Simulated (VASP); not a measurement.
Here is a VASP 6.6.1 calculation.

Contents of INCAR:

```
SYSTEM = Si2Mo
PREC = Accurate
ENCUT = 520
EDIFF = 1E-7
ISMEAR = -1
SIGMA = 0.05
LREAL = .False.
LASPH = .True.
NELM = 80
ALGO = Normal
ISIF = 2
LWAVE = .False.
LCHARG = .True.
GGA = PE
LELF = .True.
LVHAR = .True.
NBANDS = 18
```

KPOINTS

```
regular mesh
0
Gamma
  20 20 20
  0 0 0
```

POSCAR

```
Si2Mo
1.0
   -1.6000000000      1.6000000000      3.8911950000
    1.6000000000     -1.6000000000      3.8911950000
    1.6000000000      1.6000000000     -3.8911950000
Si Mo
2 1
Direct
    0.3347819004      0.3347819004      0.0000000000
    0.6652180996      0.6652180996      0.0000000000
    0.0000000000      0.0000000000      0.0000000000
```

Potentials or basis: VASP PAW PBE potentials, release 64 (Si, Mo_sv).

Run with:

```console
$ cat potpaw_PBE.64/Si/POTCAR potpaw_PBE.64/Mo_sv/POTCAR > POTCAR
$ mpirun -np 1 vasp_std > vasp.out
```

**Question.** What does it give for the largest force?

**Answer.** 0.010 eV/Å.

**Question.** Predict the band gap on the k mesh.

**Answer.** Zero (bands 11 and 12 overlap by 0.99 eV).

**Question.** Predict the pressure.

**Answer.** 5.1 GPa.

Forces on the atoms (eV/Å):
```
Si   0.000  0.000 -0.010
Si   0.000  0.000  0.010
Mo   0.000  0.000  0.000
```

Caveat: the cell differs from its parent crystal (z stretched by -1 %, then relaxed in part); the cell stands under pressure.
